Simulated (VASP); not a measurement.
Wanted: the native input for a VASP 6.6.1 run.

* Task: single point
* Functional: PBE
* Potentials or basis: VASP PAW PBE potentials, release 64 (Si, N)
* Cutoff: 520 eV
* k mesh: 6 × 6 × 6
* Occupations: gaussian, width 0.1 eV
* Spin: collinear spin, ferromagnetic start
* Starting moments: [0.0, 0.0, 1.0] μB
* Dipole correction: no
* Further INCAR settings: ALGO = Normal; EDIFF = 1e-07; NBANDS = 18

The structure of Si2N lies in POSCAR:

```
Si2N
1.0
    1.9963907400     -2.7230133800      0.0000000000
    1.9963907400      2.7230133800      0.0000000000
    0.0000000000      0.0000000000      3.3380878300
Si N
2 1
Direct
    0.1030810500      0.8969189500      0.5000000000
    0.8969189500      0.1030810500      0.5000000000
    0.5000000000      0.5000000000      0.0000000000
```

These files were run (other wordings do the same):

INCAR

```
  PREC = Accurate
  ENCUT = 520
  EDIFF = 1E-7
  ISMEAR = 0
  SIGMA = 0.1
  LREAL = F
  LASPH = T
  NELM = 150
  ALGO = Normal
  ISIF = 2
  LWAVE = F
  LCHARG = F
  ISPIN = 2
  MAGMOM = 0 0 1
  LORBIT = 11
  GGA = PE
  NBANDS = 18
```

KPOINTS

```
regular mesh
0
Gamma
  6 6 6
```

Potentials or basis: VASP PAW PBE potentials, release 64 (Si, N).

Run with:

```console
$ cat potpaw_PBE.64/Si/POTCAR potpaw_PBE.64/N/POTCAR > POTCAR
$ mpirun -np 1 vasp_std > vasp.out
```

Results of the run:

The pressure is 212.3 GPa. The largest force is 129.296 eV/Å and the net moment is 0.00 μB per cell. The valence electrons inside the program's atomic spheres are Si 2.41; N 3.36.

Caveat: forces of over 1 eV/Å act on the atoms, so gaps and moduli don't describe the material at rest.

Run time: 77 s on 1 thread of AMD EPYC 9R14 (Zen 4), with other jobs on the host, peak memory 0.16 GiB.
